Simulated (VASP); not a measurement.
# SnO (P4/nmm) in VASP: further runs

SnO is run at these levels: PBE, PBEsol; tasks: single point, relaxation of cell and atoms.

Everything below comes from runs of VASP 6.6.1. Logs are shortened: lines on timing, memory, paths and dates and some standing lists are left out, and cuts for length are marked.

**1. The cell of the first run**

It takes space group P4/nmm (No. 129, tetragonal). Conventional cell: a = 3.809 Å, b = 3.809 Å, c = 4.989 Å, α = 90.00°, β = 90.00°, γ = 90.00°. Sn (site symmetry 4mm) has 4 O at 2.22 Å within 2.9 Å. Within 2.9 Å of O (site symmetry -4m2) lie 4 Sn at 2.22 Å and 4 O at 2.69 Å.

**2. Single point, PBE (strained)**

INCAR

```
PREC = Accurate ; ENCUT = 520
EDIFF = 1E-6 ; ISMEAR = 0
SIGMA = 0.1 ; LREAL = False
LASPH = True ; NELM = 80
ALGO = Normal ; ISIF = 2
LWAVE = False ; LCHARG = False
GGA = PE ; NBANDS = 28
```

KPOINTS

```
Automatic mesh
0
Gamma
  12 12 10
```

POSCAR

```
SnO
1.0
    3.8086154800      0.0000000000      0.0000000000
    0.0000000000      3.8086154800      0.0000000000
    0.0000000000      0.0000000000      4.9894946400
Sn O
2 2
Direct
    0.0000000000      0.5000000000      0.2297269630
    0.5000000000      0.0000000000      0.7702730370
    0.0000000000      0.0000000000      0.0000000000
    0.5000000000      0.5000000000      0.0000000000
```

Potentials or basis: VASP PAW PBE potentials, release 64 (Sn_d, O).

On the command line:

```sh
$ cat potpaw_PBE.64/Sn_d/POTCAR potpaw_PBE.64/O/POTCAR > POTCAR
$ mpirun -np 1 vasp_std > vasp.out
```

OUTCAR:

```text
PREC = Accurate
   ENCUT = 520
   EDIFF = 1E-6
   ISMEAR = 0
   LREAL = False
   LASPH = True
   NELM = 80
   ISIF = 2
   GGA = PE

 ion  position               nearest neighbor table
   1  0.000  0.500  0.230-   3 2.22   4 2.22   3 2.22   4 2.22   2 3.54   2 3.54   2 3.54   2 3.54

   2  0.500  0.000  0.770-   3 2.22   4 2.22   4 2.22   3 2.22   1 3.54   1 3.54   1 3.54   1 3.54

   3  0.000  0.000  0.000-   1 2.22   2 2.22   1 2.22   2 2.22
   4  0.500  0.500  0.000-   1 2.22   2 2.22   2 2.22   1 2.22

  LATTYP: Found a simple tetragonal cell.
 ALAT       =     3.8086154800
 C/A-ratio  =     1.3100547079

  Lattice vectors:

 A1 = (   3.8086154800,   0.0000000000,   0.0000000000)
 A2 = (   0.0000000000,   3.8086154800,   0.0000000000)
 A3 = (   0.0000000000,   0.0000000000,   4.9894946400)

Analysis of symmetry for initial positions (statically):
=====================================================================
 Subroutine PRICEL returns:
 Original cell was already a primitive cell.

 Routine SETGRP: Setting up the symmetry group for a
 simple tetragonal supercell.

 Subroutine GETGRP returns: Found 16 space group operations
 (whereof  8 operations were pure point group operations)
 out of a pool of 16 trial point group operations.

The static configuration has the point symmetry D_2d.
 The point group associated with its full space group is D_4h.

Analysis of symmetry for dynamics (positions and initial velocities):
=====================================================================
 Subroutine PRICEL returns:
 Original cell was already a primitive cell.

 Routine SETGRP: Setting up the symmetry group for a
 simple tetragonal supercell.

 Subroutine GETGRP returns: Found 16 space group operations
 (whereof  8 operations were pure point group operations)
 out of a pool of 16 trial point group operations.

The dynamic configuration has the point symmetry D_2d.
 The point group associated with its full space group is D_4h.

 Subroutine INISYM returns: Found 16 space group operations
 (whereof  8 operations are pure point group operations),
 and found     1 'primitive' translations

----------------------------------------------------------------------------------------

                                     Primitive cell

  volume of cell :      72.3754

[... 84 lines left out ...]
   ISTART =      0    job   : 0-new  1-cont  2-samecut
   ICHARG =      2    charge: 1-file 2-atom 10-const
   ISPIN  =      1    spin polarized calculation?
   LNONCOLLINEAR =      F non collinear calculations
   LSORBIT =      F    spin-orbit coupling
   LASPH  =      T    aspherical Exc in radial PAW
   ENCUT  =  520.0 eV  38.22 Ry    6.18 a.u.   7.08  7.08  9.28*2*pi/ulx,y,z
   NELM   =     80;   NELMIN=  2; NELMDL= -5     # of ELM steps
   EDIFF  = 0.1E-05   stopping-criterion for ELM
   LREAL  =      F    real-space projection
   EDIFFG = 0.1E-04   stopping-criterion for IOM
   NSW    =      0    number of steps for IOM
   IBRION =     -1    ionic relax: 0-MD 1-quasi-New 2-CG
   NFREE  =      0    steps in history (QN), initial steepest desc. (CG)
   ISIF   =      2    stress and relaxation
   ISYM   =      2    0-nonsym 1-usesym 2-fastsym
   POTIM  = 0.5000    time-step for ionic-motion
   TEBEG  =    0.0;   TEEND  =   0.0 temperature during run
   PSTRESS=    0.0 pullay stress
   NELECT =      40.0000    total number of electrons
   NUPDOWN=      -1.0000    fix difference up-down
   EMIN   =  10.00;   EMAX   =-10.00  energy-range for DOS
   EFERMI =   0.00;   METHOD = LEGACY
   ISMEAR =     0;   SIGMA  =   0.10  broadening in eV -4-tet -1-fermi 0-gaus
   EFERMI_NEDOS =   21; number of points for ismear=-14 and -15
   IALGO  =     38    algorithm
   IMIX   =      4    mixing-type and parameters
     AMIX     =   0.40;   BMIX     =  1.00
     AMIX_MAG =   1.60;   BMIX_MAG =  1.00
  volume/ion in A,a.u.               =      18.09       122.10
  Fermi-wavevector in a.u.,A,eV,Ry     =   1.343480  2.538809 24.557681  1.804939
  Thomas-Fermi vector in A             =   2.471551
   LORBIT       =      0    0 simple, 1 ext, 2 COOP (PROOUT), +10 PAW based schemes
   GGA     = PE    functional components
   LHFCALC =     F    Hartree Fock is set to
   AEXX    =    0.0000 exact exchange contribution
   IVDW    =     0    specifies the selected vdW correction
   LEPSILON=     F    determine dielectric tensor
   LRPA    =     F    only Hartree local field effects (RPA)
 non-spin polarized calculation
 Gauss-broadening in eV      SIGMA  =   0.10
  energy-cutoff  :      520.00
  volume of cell :       72.38
 maximum number of plane-waves:      1976
   NGX = 15   NGY = 15   NGZ = 19

 number of electron      39.9999990 magnetization

 Free energy of the ion-electron system (eV)
  ---------------------------------------------------
  ext. energy  EPLUGINS =         0.00000000
  ---------------------------------------------------
  free energy    TOTEN  =       -22.68129843 eV

  energy without entropy =      -22.68127238  energy(sigma->0) =      -22.68128540

 E-fermi :   6.9915     XC(G=0): -10.0570

 val. band max:        6.8132168959   @ k =   0.0833   0.0000   0.0000
 cond. band min:       7.1299384930   @ k =   0.5000   0.5000   0.0000
 fundamental gap:      0.3167215971
 Fermi energy:         6.9915218039

 k-point     1 :       0.0000    0.0000    0.0000
  band No.  band energies     occupation
      1     -15.1882      2.00000
      2     -14.7419      2.00000
      3     -14.7366      2.00000
      4     -14.7366      2.00000
      5     -14.6946      2.00000
      6     -14.6833      2.00000
[... 733 lines left out ...]
     27      14.0400      0.00000
     28      14.4339      0.00000

 [... further k-points ...]
[... 5 lines left out ...]
  --------------------------------------------------------------------------------------
  -------------------------------------------------------------------------------------
  Total        2.0532916      2.0532916      1.5205060      0.0000000      0.0000000      0.0000000
  in kB       45.4538205     45.4538205     33.6595187      0.0000000      0.0000000      0.0000000
  external PRESSURE =      41.5223866 kB  Pullay stress =       0.0000000 kB

 VOLUME and BASIS-vectors are now :
 -----------------------------------------------------------------------------
  energy-cutoff  :      520.00
  volume of cell :       72.38
      direct lattice vectors                 reciprocal lattice vectors
     3.808615480  0.000000000  0.000000000     0.262562605  0.000000000  0.000000000
     0.000000000  3.808615480  0.000000000     0.000000000  0.262562605  0.000000000
     0.000000000  0.000000000  4.989494640     0.000000000  0.000000000  0.200421099

 POSITION                                       TOTAL-FORCE (eV/Angst)
 -----------------------------------------------------------------------------------
      0.00000      1.90431      1.14622         0.000000      0.000000      0.636140
      1.90431      0.00000      3.84327         0.000000     -0.000000     -0.636140
      0.00000      0.00000      0.00000         0.000000      0.000000      0.000000
      1.90431      1.90431      0.00000         0.000000      0.000000      0.000000
 -----------------------------------------------------------------------------------
    total drift:                                0.000000      0.000000      0.000000

  FREE ENERGIE OF THE ION-ELECTRON SYSTEM (eV)
  ---------------------------------------------------
  free  energy   TOTEN  =       -22.6812984295 eV

  energy  without entropy=      -22.6812723774  energy(sigma->0) =      -22.68128540
```

OSZICAR:

```text
N       E                     dE             d eps       ncg     rms          rms(c)
DAV:   1     0.419111332674E+03    0.41911E+03   -0.19909E+04  9676   0.216E+03
DAV:   2     0.381575631216E+02   -0.38095E+03   -0.36538E+03  9748   0.538E+02
DAV:   3    -0.233650715080E+02   -0.61523E+02   -0.60366E+02 10748   0.181E+02
DAV:   4    -0.263417063861E+02   -0.29766E+01   -0.29619E+01 10700   0.427E+01
DAV:   5    -0.264133064475E+02   -0.71600E-01   -0.71591E-01 10340   0.714E+00    0.117E+01
DAV:   6    -0.227007207965E+02    0.37126E+01   -0.16945E+01 15168   0.446E+01    0.492E+00
DAV:   7    -0.227002660079E+02    0.45479E-03   -0.20299E+00 11300   0.857E+00    0.250E+00
DAV:   8    -0.226883138633E+02    0.11952E-01   -0.29268E-01 12688   0.376E+00    0.819E-01
DAV:   9    -0.226802138643E+02    0.81000E-02   -0.50522E-02 14668   0.235E+00    0.239E-01
DAV:  10    -0.226815591194E+02   -0.13453E-02   -0.72335E-03 12468   0.761E-01    0.136E-01
DAV:  11    -0.226812704594E+02    0.28866E-03   -0.19227E-03 14152   0.419E-01    0.249E-02
DAV:  12    -0.226813090642E+02   -0.38605E-04   -0.27654E-04  9852   0.935E-02    0.371E-02
DAV:  13    -0.226812981752E+02    0.10889E-04   -0.56005E-05 12752   0.726E-02    0.221E-03
DAV:  14    -0.226812984295E+02   -0.25425E-06   -0.58375E-06 10048   0.145E-02
   1 F= -.22681298E+02 E0= -.22681285E+02  d E =-.260521E-04
```

Wall time 1.7 min (1 thread of Intel Xeon 6975P-C (Granite Rapids), shared host); peak memory 0.37 GiB.

Results:

```yaml
Free_energy: -22.6813 eV
Pressure: 4.2 GPa
Largest_force: 0.636 eV/Å
Band_gap_on_the_k_mesh: 0.32 eV (least direct gap 1.97 eV)
```

Forces in eV/Å, atoms in the order of the input:
```
Sn   0.000  0.000  0.636
Sn   0.000  0.000 -0.636
O    0.000  0.000  0.000
O    0.000  0.000  0.000
```

Stress tensor (GPa, compression positive):
```
4.55 0.00 0.00
0.00 4.55 0.00
0.00 0.00 3.37
```

Caveat: the cell differs from its parent crystal (strained); the cell stands under pressure; semilocal functionals underestimate gaps, and a narrow one can read as zero; spin-orbit coupling is left out, which moves the levels of the heavy elements.

**3. Relaxation of cell and atoms, PBEsol, target pressure 7 GPa, at which the enthalpy is minimised**

This run uses another cell than the first one, of 17.10 Å³/atom.

INCAR

```
ALGO = Normal
EDIFF = 1E-7
EDIFFG = -0.001
ENCUT = 600
GGA = PS
IBRION = 2
ISIF = 3
ISMEAR = -1
LASPH = T
LCHARG = F
LREAL = F
LWAVE = F
NELM = 60
NSW = 80
PREC = Accurate
PSTRESS = 70.0
SIGMA = 0.15
```

KPOINTS

```
k-points
0
Gamma
  12 12 10
```

POSCAR

```
SnO
1.0
    3.8008432198      0.0000000000      0.0000000000
    0.0000000000      3.8008432198      0.0000000000
    0.0000000000      0.0000000000      4.7352434070
Sn O
2 2
Direct
    0.0000000000      0.5000000000      0.2439012622
    0.5000000000      0.0000000000      0.7560987378
    0.0000000000      0.0000000000      0.0000000000
    0.5000000000      0.5000000000      0.0000000000
```

Potentials or basis: VASP PAW PBE potentials, release 64 (Sn_d, O).

On the command line:

```sh
$ cat potpaw_PBE.64/Sn_d/POTCAR potpaw_PBE.64/O/POTCAR > POTCAR
$ mpirun -np 1 vasp_std > vasp.out
```

Run time: 59 min. Hardware: 1 thread of Intel Xeon Platinum 8259CL at 2.50GHz (Skylake/Cascade Lake), shared host; peak memory 0.41 GiB.

The run converged. Its results:

| Quantity | Value |
| --- | --- |
| Free energy | -24.0834 eV |
| Relaxed volume | 15.07 Å³/atom |
| Relaxed cell | a = 3.716 Å, b = 3.716 Å, c = 4.367 Å, α = 90.00°, β = 90.00°, γ = 90.00° |
| Space group after relaxing (to 0.1 Å) | P4/nmm (No. 129) |
| Energy change on relaxing (the run minimises the enthalpy) | +35.7 meV/atom |
| Ionic steps | 18 |
| Pressure after relaxing | 7.0 GPa |
| Band gap on the k mesh | zero (bands 20 and 21 overlap by 0.96 eV) |

The path:
| step | energy change (eV) | largest force (eV/Å) | pressure (GPa) | volume (Å³) |
| --- | --- | --- | --- | --- |
| 1 | 0.0000 | 0.0839 | 0.19 | 68.41 |
| 2 | 0.2573 | 1.7208 | 13.17 | 61.46 |
| 3 | 0.0885 | 0.9938 | 7.15 | 64.23 |
| 4 | 0.0980 | 0.5103 | 7.19 | 62.41 |
| 5 | 0.1643 | 0.1072 | 7.60 | 60.32 |
| 6 | 0.1505 | 0.0115 | 7.52 | 60.62 |
| 7 | 0.1271 | 0.0979 | 6.41 | 60.78 |
| 8 | 0.1203 | 0.1506 | 5.82 | 60.87 |
| 9 | 0.1724 | 0.2833 | 8.68 | 59.73 |
| 10 | 0.1385 | 0.0304 | 7.00 | 60.39 |
| 11 | 0.1389 | 0.0343 | 7.02 | 60.38 |
| 12 | 0.1410 | 0.0181 | 7.01 | 60.33 |
| 13 | 0.1429 | 0.0043 | 7.01 | 60.29 |
| 14 | 0.1428 | 0.0054 | 7.01 | 60.29 |
| 15 | 0.1422 | 0.0040 | 6.96 | 60.30 |
| 16 | 0.1425 | 0.0007 | 6.98 | 60.30 |
| 17 | 0.1424 | 0.0007 | 6.98 | 60.30 |
| 18 | 0.1429 | 0.0007 | 7.00 | 60.29 |

Final structure:
```xyz
4
Lattice="3.7156 0.0000 0.0000 0.0000 3.7156 0.0000 0.0000 0.0000 4.3669" Properties=species:S:1:pos:R:3 pbc="T T T"
Sn    0.0000    1.8578    1.1650
Sn    1.8578    0.0000    3.2019
O     0.0000    0.0000    0.0000
O     1.8578    1.8578    0.0000
```

Levels at points of the mesh, in eV from the Fermi level:
| k point | band 16 | band 17 | band 18 | band 19 | band 20 | band 21 | band 22 | band 23 | band 24 |
| --- | --- | --- | --- | --- | --- | --- | --- | --- | --- |
| (0.00, 0.00, 0.00) | -6.81 | -3.79 | -3.36 | -3.36 | 0.10 | 2.84 | 4.10 | 4.10 | 5.84 |
| (0.50, 0.00, 0.00) | -5.42 | -5.22 | -5.22 | -3.27 | -3.27 | 3.88 | 3.88 | 5.75 | 5.75 |
| (0.50, 0.50, 0.00) | -5.48 | -2.66 | -2.66 | -2.04 | -2.04 | -0.85 | -0.85 | 4.56 | 4.56 |
| (0.00, 0.00, 0.50) | -3.94 | -3.38 | -3.38 | -2.39 | -2.06 | 1.80 | 2.05 | 2.05 | 3.27 |
| (0.50, 0.00, 0.50) | -6.07 | -5.12 | -5.12 | -1.91 | -1.91 | 3.25 | 3.25 | 4.94 | 4.94 |
| (0.50, 0.50, 0.50) | -6.44 | -3.43 | -3.43 | -2.67 | -2.67 | 2.01 | 2.01 | 5.15 | 5.15 |

Caveat: the cell is relaxed towards a set pressure, so the run minimises the enthalpy, not the energy; the PAW data sets were made with another functional, which shifts forces and pressure a little; spin-orbit coupling is left out, which moves the levels of the heavy elements.
